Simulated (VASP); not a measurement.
# TaSi3 (Pm-3m) in VASP: notebook

The runs below take TaSi3 through single point, relaxation of cell and atoms, with PBE.

All numbers are computed with VASP 6.6.1; they aren't measurements. Logs are shortened: lines on timing, memory, paths and dates and some standing lists are left out, and cuts for length are marked.

**1. The cell of the first run**

It takes space group Pm-3m (No. 221, cubic). The conventional cell has a = 3.892 Å, b = 3.892 Å, c = 3.892 Å, α = 90.00°, β = 90.00°, γ = 90.00°. Ta (site symmetry m-3m) has 12 Si at 2.75 Å within 3.6 Å. Within 3.6 Å of Si (site symmetry 4/mmm) lie 4 Ta at 2.75 Å and 8 Si at 2.75 Å.

**2. Single point, PBE**

Contents of INCAR:

```
SYSTEM = TaSi3
PREC = Accurate
ENCUT = 520
EDIFF = 1E-7
ISMEAR = 0
SIGMA = 0.1
LREAL = .False.
LASPH = .True.
NELM = 80
ALGO = Normal
ISIF = 2
LWAVE = .False.
LCHARG = .False.
GGA = PE
NBANDS = 20
```

Contents of KPOINTS:

```
regular mesh
0
Gamma
  4 4 4
  0 0 0
```

Contents of POSCAR:

```
TaSi3
1.0
    3.8915199353      0.0000000000      0.0000000000
    0.0000000000      3.8915199353      0.0000000000
    0.0000000000      0.0000000000      3.8915199353
Ta Si
1 3
Direct
    0.5000000000      0.5000000000      0.5000000000
    0.5000000000      0.0000000000      0.0000000000
    0.0000000000      0.5000000000      0.0000000000
    0.0000000000      0.0000000000      0.5000000000
```

Potentials or basis: VASP PAW PBE potentials, release 64 (Ta_pv, Si).

Command:

```sh
$ cat potpaw_PBE.64/Ta_pv/POTCAR potpaw_PBE.64/Si/POTCAR > POTCAR
$ mpirun -np 1 vasp_std > vasp.out
```

OUTCAR:

```text
SYSTEM = TaSi3
   PREC = Accurate
   ENCUT = 520
   EDIFF = 1E-7
   ISMEAR = 0
   LREAL = .False.
   LASPH = .True.
   NELM = 80
   ISIF = 2
   GGA = PE

 ion  position               nearest neighbor table
   1  0.500  0.500  0.500-   2 2.75   3 2.75   4 2.75   2 2.75   3 2.75   2 2.75   4 2.75   2 2.75
                             3 2.75   4 2.75   3 2.75   4 2.75
   2  0.500  0.000  0.000-   1 2.75   3 2.75   4 2.75   1 2.75   4 2.75   1 2.75   3 2.75   1 2.75
                             3 2.75   4 2.75   4 2.75   3 2.75
   3  0.000  0.500  0.000-   1 2.75   2 2.75   4 2.75   1 2.75   4 2.75   2 2.75   4 2.75   4 2.75
                             1 2.75   2 2.75   1 2.75   2 2.75
   4  0.000  0.000  0.500-   1 2.75   2 2.75   3 2.75   2 2.75   3 2.75   1 2.75   3 2.75   3 2.75
                             1 2.75   2 2.75   2 2.75   1 2.75

  LATTYP: Found a simple cubic cell.
 ALAT       =     3.8915199353

  Lattice vectors:

 A1 = (   3.8915199353,   0.0000000000,   0.0000000000)
 A2 = (   0.0000000000,   3.8915199353,   0.0000000000)
 A3 = (   0.0000000000,   0.0000000000,   3.8915199353)

Analysis of symmetry for initial positions (statically):
=====================================================================
 Subroutine PRICEL returns:
 Original cell was already a primitive cell.

 Routine SETGRP: Setting up the symmetry group for a
 simple cubic supercell.

 Subroutine GETGRP returns: Found 48 space group operations
 (whereof 48 operations were pure point group operations)
 out of a pool of 48 trial point group operations.

The static configuration has the point symmetry O_h .

Analysis of symmetry for dynamics (positions and initial velocities):
=====================================================================
 Subroutine PRICEL returns:
 Original cell was already a primitive cell.

 Routine SETGRP: Setting up the symmetry group for a
 simple cubic supercell.

 Subroutine GETGRP returns: Found 48 space group operations
 (whereof 48 operations were pure point group operations)
 out of a pool of 48 trial point group operations.

The dynamic configuration has the point symmetry O_h .

 Subroutine INISYM returns: Found 48 space group operations
 (whereof 48 operations are pure point group operations),
 and found     1 'primitive' translations

----------------------------------------------------------------------------------------

                                     Primitive cell

  volume of cell :      58.9329

  direct lattice vectors                    reciprocal lattice vectors
     3.891519935  0.000000000  0.000000000     0.256969004  0.000000000  0.000000000
[... 80 lines left out ...]
   NFREE  =      0    steps in history (QN), initial steepest desc. (CG)
   ISIF   =      2    stress and relaxation
   ISYM   =      2    0-nonsym 1-usesym 2-fastsym
   POTIM  = 0.5000    time-step for ionic-motion
   TEBEG  =    0.0;   TEEND  =   0.0 temperature during run
   PSTRESS=    0.0 pullay stress
   NELECT =      23.0000    total number of electrons
   NUPDOWN=      -1.0000    fix difference up-down
   EMIN   =  10.00;   EMAX   =-10.00  energy-range for DOS
   EFERMI =   0.00;   METHOD = LEGACY
   ISMEAR =     0;   SIGMA  =   0.10  broadening in eV -4-tet -1-fermi 0-gaus
   EFERMI_NEDOS =   21; number of points for ismear=-14 and -15
   IALGO  =     38    algorithm
   IMIX   =      4    mixing-type and parameters
     AMIX     =   0.40;   BMIX     =  1.00
     AMIX_MAG =   1.60;   BMIX_MAG =  1.00
  volume/ion in A,a.u.               =      14.73        99.42
  Fermi-wavevector in a.u.,A,eV,Ry     =   1.196368  2.260808 19.473975  1.431297
  Thomas-Fermi vector in A             =   2.332310
   LORBIT       =      0    0 simple, 1 ext, 2 COOP (PROOUT), +10 PAW based schemes
   GGA     = PE    functional components
   LHFCALC =     F    Hartree Fock is set to
   AEXX    =    0.0000 exact exchange contribution
   IVDW    =     0    specifies the selected vdW correction
   LEPSILON=     F    determine dielectric tensor
   LRPA    =     F    only Hartree local field effects (RPA)
 non-spin polarized calculation
 Gauss-broadening in eV      SIGMA  =   0.10
  energy-cutoff  :      520.00
  volume of cell :       58.93
 maximum number of plane-waves:      1622
 NGX is ok and might be reduce to    30
   NGX = 15   NGY = 15   NGZ = 15

 number of electron      23.0000001 magnetization

 Free energy of the ion-electron system (eV)
  ---------------------------------------------------
  ext. energy  EPLUGINS =         0.00000000
  ---------------------------------------------------
  free energy    TOTEN  =       -27.04727390 eV

  energy without entropy =      -27.02190893  energy(sigma->0) =      -27.03459142

 E-fermi :   9.9578     XC(G=0): -11.7874

 val. band max:        9.9465451344   @ k =   0.5000   0.2500   0.0000
 cond. band min:       9.9973808168   @ k =   0.5000   0.2500   0.2500
 fundamental gap:      0.0508356824
 Fermi energy:         9.9578331787

 k-point     1 :       0.0000    0.0000    0.0000
  band No.  band energies     occupation
      1     -25.1689      2.00000
      2     -25.1689      2.00000
      3     -25.1689      2.00000
      4      -4.1230      2.00000
      5       3.5708      2.00000
      6       3.5708      2.00000
[... 219 lines left out ...]
     19      17.4478      0.00000
     20      17.8994      0.00000

------------------------ aborting loop because EDIFF is reached ----------------------------------------

  FORCE on cell =-STRESS in cart. coord.  units (eV):
  Direction    XX          YY          ZZ          XY          YZ          ZX
  --------------------------------------------------------------------------------------
  -------------------------------------------------------------------------------------
  Total       -0.0328614     -0.0328614     -0.0328614      0.0000000      0.0000000      0.0000000
  in kB       -0.8933848     -0.8933848     -0.8933848      0.0000000      0.0000000      0.0000000
  external PRESSURE =      -0.8933848 kB  Pullay stress =       0.0000000 kB

 VOLUME and BASIS-vectors are now :
 -----------------------------------------------------------------------------
  energy-cutoff  :      520.00
  volume of cell :       58.93
      direct lattice vectors                 reciprocal lattice vectors
     3.891519935  0.000000000  0.000000000     0.256969004  0.000000000  0.000000000
     0.000000000  3.891519935  0.000000000     0.000000000  0.256969004  0.000000000
     0.000000000  0.000000000  3.891519935     0.000000000  0.000000000  0.256969004

 POSITION                                       TOTAL-FORCE (eV/Angst)
 -----------------------------------------------------------------------------------
      1.94576      1.94576      1.94576         0.000000      0.000000      0.000000
      1.94576      0.00000      0.00000         0.000000      0.000000      0.000000
      0.00000      1.94576      0.00000         0.000000      0.000000      0.000000
      0.00000      0.00000      1.94576         0.000000      0.000000      0.000000
 -----------------------------------------------------------------------------------
    total drift:                                0.000000      0.000000     -0.000000

  FREE ENERGIE OF THE ION-ELECTRON SYSTEM (eV)
  ---------------------------------------------------
  free  energy   TOTEN  =       -27.0472739006 eV

  energy  without entropy=      -27.0219089345  energy(sigma->0) =      -27.03459142
```

Run time: 16 s. Hardware: 1 thread of Intel Xeon Platinum 8259CL at 2.50GHz (Skylake/Cascade Lake), shared host; peak memory 0.16 GiB.

Results:

* Free energy: -27.0473 eV
* Pressure: -0.1 GPa

Levels at points of the mesh, in eV from the Fermi level:
| k point | band 9 | band 10 | band 11 | band 12 | band 13 | band 14 | band 15 | band 16 |
| --- | --- | --- | --- | --- | --- | --- | --- | --- |
| (0.00, 0.00, 0.00) | -4.61 | -0.99 | -0.99 | -0.99 | -0.70 | 2.21 | 2.21 | 2.21 |
| (0.50, 0.00, 0.00) | -3.51 | -1.40 | -1.40 | -0.56 | -0.54 | -0.27 | 2.37 | 2.37 |
| (0.50, 0.50, 0.00) | -3.68 | -1.39 | -1.31 | -0.02 | 0.65 | 0.68 | 0.68 | 3.49 |
| (0.50, 0.50, 0.50) | -5.52 | -5.52 | -1.66 | 1.00 | 1.00 | 3.02 | 3.02 | 3.02 |

Caveat: the k points lie up to 0.40 Å⁻¹ apart; spin-orbit coupling is left out, which moves the levels of the heavy elements.

**3. Relaxation of cell and atoms, PBE**

This run uses another cell than the first one, of 16.11 Å³/atom, 1.093 times its volume.

Contents of INCAR:

```
PREC = Accurate
ENCUT = 600
EDIFF = 1E-6
ISMEAR = 0
SIGMA = 0.1
LREAL = False
LASPH = True
NELM = 60
ALGO = Normal
ISIF = 3
LWAVE = False
LCHARG = False
GGA = PE
IBRION = 2
NSW = 90
EDIFFG = -0.04
```

Contents of KPOINTS:

```
regular mesh
0
Gamma
  4 4 4
```

Contents of POSCAR:

```
TaSi3
1.0
    4.0087369600      0.0000000000      0.0000000000
    0.0000000000      4.0087369600      0.0000000000
    0.0000000000      0.0000000000      4.0087369600
Ta Si
1 3
Direct
    0.5000000000      0.5000000000      0.5000000000
    0.5000000000      0.0000000000      0.0000000000
    0.0000000000      0.5000000000      0.0000000000
    0.0000000000      0.0000000000      0.5000000000
```

Potentials or basis: VASP PAW PBE potentials, release 64 (Ta_pv, Si).

Command:

```sh
$ cat potpaw_PBE.64/Ta_pv/POTCAR potpaw_PBE.64/Si/POTCAR > POTCAR
$ mpirun -np 1 vasp_std > vasp.out
```

Run time: 29 s. Hardware: 1 thread of Intel Xeon Platinum 8259CL at 2.50GHz (Skylake/Cascade Lake), shared host; peak memory 0.18 GiB.

Results (log left out):

- Free energy: -27.0483 eV
- Relaxed volume: 14.74 Å³/atom
- Relaxed cell: a = 3.892 Å, b = 3.892 Å, c = 3.892 Å, α = 90.00°, β = 90.00°, γ = 90.00°
- Space group after relaxing (to 0.05 Å): Pm-3m (No. 221)
- Energy gained by relaxing: 50.0 meV/atom
- Ionic steps: 3
- Pressure after relaxing: -0.1 GPa

The path:
| step | energy change (eV) | largest force (eV/Å) | pressure (GPa) | volume (Å³) |
| --- | --- | --- | --- | --- |
| 1 | 0.0000 | 0.0000 | -10.70 | 64.42 |
| 2 | -0.0604 | 0.0000 | 11.92 | 54.91 |
| 3 | -0.2001 | 0.0000 | -0.10 | 58.95 |

Final structure:
```yaml
crystal:
  lattice:
    - [3.89183, 0.00000, 0.00000]
    - [0.00000, 3.89183, 0.00000]
    - [0.00000, 0.00000, 3.89183]
  atoms:
    - { symbol: Ta, position: [0.50000, 0.50000, 0.50000] }
    - { symbol: Si, position: [0.50000, 0.00000, 0.00000] }
    - { symbol: Si, position: [0.00000, 0.50000, 0.00000] }
    - { symbol: Si, position: [0.00000, 0.00000, 0.50000] }
```

Levels at points of the mesh, in eV from the Fermi level:
```
           k point  band 8  band 9  band 10  band 11  band 12  band 13  band 14  band 15
(0.00, 0.00, 0.00)   -4.60   -4.60    -0.99    -0.99    -0.99    -0.70     2.21     2.21
(0.50, 0.00, 0.00)   -4.58   -3.51    -1.40    -1.40    -0.56    -0.54    -0.27     2.37
(0.50, 0.50, 0.00)   -3.67   -3.67    -1.39    -1.31    -0.02     0.65     0.67     0.67
(0.50, 0.50, 0.50)   -5.52   -5.52    -5.52    -1.66     1.00     1.00     3.02     3.02
```

Caveat: the k points lie up to 0.40 Å⁻¹ apart in the final cell; spin-orbit coupling is left out, which moves the levels of the heavy elements.

**4. Single point, PBE**

Contents of INCAR:

```
ALGO = Normal
EDIFF = 1E-7
ENCUT = 520
GGA = PE
ISIF = 2
ISMEAR = 0
LASPH = True
LCHARG = False
LREAL = False
LWAVE = False
NBANDS = 20
NELM = 80
PREC = Accurate
SIGMA = 0.1
```

Contents of KPOINTS:

```
k-points
0
Gamma
  12 12 12
```

Contents of POSCAR:

```
TaSi3
1.0
    3.8915199353      0.0000000000      0.0000000000
    0.0000000000      3.8915199353      0.0000000000
    0.0000000000      0.0000000000      3.8915199353
Ta Si
1 3
Direct
    0.5000000000      0.5000000000      0.5000000000
    0.5000000000      0.0000000000      0.0000000000
    0.0000000000      0.5000000000      0.0000000000
    0.0000000000      0.0000000000      0.5000000000
```

Potentials or basis: VASP PAW PBE potentials, release 64 (Ta_pv, Si).

Command:

```sh
$ cat potpaw_PBE.64/Ta_pv/POTCAR potpaw_PBE.64/Si/POTCAR > POTCAR
$ mpirun -np 1 vasp_std > vasp.out
```

OUTCAR:

```text
EDIFF = 1E-7
   ENCUT = 520
   GGA = PE
   ISIF = 2
   ISMEAR = 0
   LASPH = True
   LREAL = False
   NELM = 80
   PREC = Accurate

 ion  position               nearest neighbor table
   1  0.500  0.500  0.500-   2 2.75   3 2.75   4 2.75   2 2.75   3 2.75   2 2.75   4 2.75   2 2.75
                             3 2.75   4 2.75   3 2.75   4 2.75
   2  0.500  0.000  0.000-   1 2.75   3 2.75   4 2.75   1 2.75   4 2.75   1 2.75   3 2.75   1 2.75
                             3 2.75   4 2.75   4 2.75   3 2.75
   3  0.000  0.500  0.000-   1 2.75   2 2.75   4 2.75   1 2.75   4 2.75   2 2.75   4 2.75   4 2.75
                             1 2.75   2 2.75   1 2.75   2 2.75
   4  0.000  0.000  0.500-   1 2.75   2 2.75   3 2.75   2 2.75   3 2.75   1 2.75   3 2.75   3 2.75
                             1 2.75   2 2.75   2 2.75   1 2.75

  LATTYP: Found a simple cubic cell.
 ALAT       =     3.8915199353

  Lattice vectors:

 A1 = (   3.8915199353,   0.0000000000,   0.0000000000)
 A2 = (   0.0000000000,   3.8915199353,   0.0000000000)
 A3 = (   0.0000000000,   0.0000000000,   3.8915199353)

Analysis of symmetry for initial positions (statically):
=====================================================================
 Subroutine PRICEL returns:
 Original cell was already a primitive cell.

 Routine SETGRP: Setting up the symmetry group for a
 simple cubic supercell.

 Subroutine GETGRP returns: Found 48 space group operations
 (whereof 48 operations were pure point group operations)
 out of a pool of 48 trial point group operations.

The static configuration has the point symmetry O_h .

Analysis of symmetry for dynamics (positions and initial velocities):
=====================================================================
 Subroutine PRICEL returns:
 Original cell was already a primitive cell.

 Routine SETGRP: Setting up the symmetry group for a
 simple cubic supercell.

 Subroutine GETGRP returns: Found 48 space group operations
 (whereof 48 operations were pure point group operations)
 out of a pool of 48 trial point group operations.

The dynamic configuration has the point symmetry O_h .
[... 119 lines left out ...]
   EFERMI_NEDOS =   21; number of points for ismear=-14 and -15
   IALGO  =     38    algorithm
   IMIX   =      4    mixing-type and parameters
     AMIX     =   0.40;   BMIX     =  1.00
     AMIX_MAG =   1.60;   BMIX_MAG =  1.00
  volume/ion in A,a.u.               =      14.73        99.42
  Fermi-wavevector in a.u.,A,eV,Ry     =   1.196368  2.260808 19.473975  1.431297
  Thomas-Fermi vector in A             =   2.332310
   LORBIT       =      0    0 simple, 1 ext, 2 COOP (PROOUT), +10 PAW based schemes
   GGA     = PE    functional components
   LHFCALC =     F    Hartree Fock is set to
   AEXX    =    0.0000 exact exchange contribution
   IVDW    =     0    specifies the selected vdW correction
   LEPSILON=     F    determine dielectric tensor
   LRPA    =     F    only Hartree local field effects (RPA)
 non-spin polarized calculation
 Gauss-broadening in eV      SIGMA  =   0.10
  energy-cutoff  :      520.00
  volume of cell :       58.93
 maximum number of plane-waves:      1622
 NGX is ok and might be reduce to    30
   NGX = 15   NGY = 15   NGZ = 15

 number of electron      23.0000000 magnetization

 Free energy of the ion-electron system (eV)
  ---------------------------------------------------
  ext. energy  EPLUGINS =         0.00000000
  ---------------------------------------------------
  free energy    TOTEN  =       -27.05600621 eV

  energy without entropy =      -27.04149734  energy(sigma->0) =      -27.04875178

 E-fermi :   9.8182     XC(G=0): -11.7874

 val. band max:        9.8059906991   @ k =   0.3333   0.0833   0.0000
 cond. band min:       9.8198900943   @ k =   0.4167   0.3333   0.2500
 fundamental gap:      0.0138993952
 Fermi energy:         9.8182449325

 k-point     1 :       0.0000    0.0000    0.0000
  band No.  band energies     occupation
      1     -25.2193      2.00000
      2     -25.2193      2.00000
      3     -25.2193      2.00000
      4      -4.1157      2.00000
      5       3.5668      2.00000
      6       3.5668      2.00000
[... 541 lines left out ...]
     19      15.9181      0.00000
     20      17.3490      0.00000

 [... further k-points ...]
[... 5 lines left out ...]
  --------------------------------------------------------------------------------------
  -------------------------------------------------------------------------------------
  Total        0.0115367      0.0115367      0.0115367      0.0000000     -0.0000000      0.0000000
  in kB        0.3136433      0.3136433      0.3136433      0.0000000     -0.0000000      0.0000000
  external PRESSURE =       0.3136433 kB  Pullay stress =       0.0000000 kB

 VOLUME and BASIS-vectors are now :
 -----------------------------------------------------------------------------
  energy-cutoff  :      520.00
  volume of cell :       58.93
      direct lattice vectors                 reciprocal lattice vectors
     3.891519935  0.000000000  0.000000000     0.256969004  0.000000000  0.000000000
     0.000000000  3.891519935  0.000000000     0.000000000  0.256969004  0.000000000
     0.000000000  0.000000000  3.891519935     0.000000000  0.000000000  0.256969004

 POSITION                                       TOTAL-FORCE (eV/Angst)
 -----------------------------------------------------------------------------------
      1.94576      1.94576      1.94576         0.000000      0.000000      0.000000
      1.94576      0.00000      0.00000         0.000000      0.000000      0.000000
      0.00000      1.94576      0.00000         0.000000      0.000000      0.000000
      0.00000      0.00000      1.94576         0.000000      0.000000      0.000000
 -----------------------------------------------------------------------------------
    total drift:                                0.000000      0.000000     -0.000000

  FREE ENERGIE OF THE ION-ELECTRON SYSTEM (eV)
  ---------------------------------------------------
  free  energy   TOTEN  =       -27.0560062149 eV

  energy  without entropy=      -27.0414973375  energy(sigma->0) =      -27.04875178
```

stdout:

```text
POSCAR found type information on POSCAR TaSi
 POSCAR found :  2 types and       4 ions
 scaLAPACK will be used
 LDA part: xc-table for (Slater+PW92), standard interpolation
 POSCAR, INCAR and KPOINTS ok, starting setup
 FFT: planning ... GRIDC
 FFT: planning ... GRID_SOFT
 FFT: planning ... GRID
 WAVECAR not read
 entering main loop
```

It took 1.7 min on 1 thread of Intel Xeon Platinum 8259CL at 2.50GHz (Skylake/Cascade Lake), shared host; peak memory 0.23 GiB.

Results:

```
Free energy : -27.0560 eV
Pressure    : 0.0 GPa
```

Caveat: spin-orbit coupling is left out, which moves the levels of the heavy elements.

**5. Summary**

| task | cell | k mesh | cutoff (eV) | gap on the mesh (eV) | pressure (GPa) |
| --- | --- | --- | --- | --- | --- |
| single point | a = 3.892 Å, 4 atoms | 4 × 4 × 4 | 520 | none | -0.1 |
| relaxation of cell and atoms | relaxed from a = 4.009 Å, 4 atoms | 4 × 4 × 4 | 600 | none | -0.1 |
| single point | a = 3.892 Å, 4 atoms | 12 × 12 × 12 | 520 | none | 0.0 |

Alike in all rows: level PBE; potentials or basis VASP PAW PBE potentials, release 64 (Ta_pv, Si); no spin polarisation; smearing gaussian 0.1 eV.

Caveats: some runs use coarse meshes; spin-orbit coupling is left out, which moves the levels of the heavy elements.

Absolute energies hang on the potentials; compare differences alone.
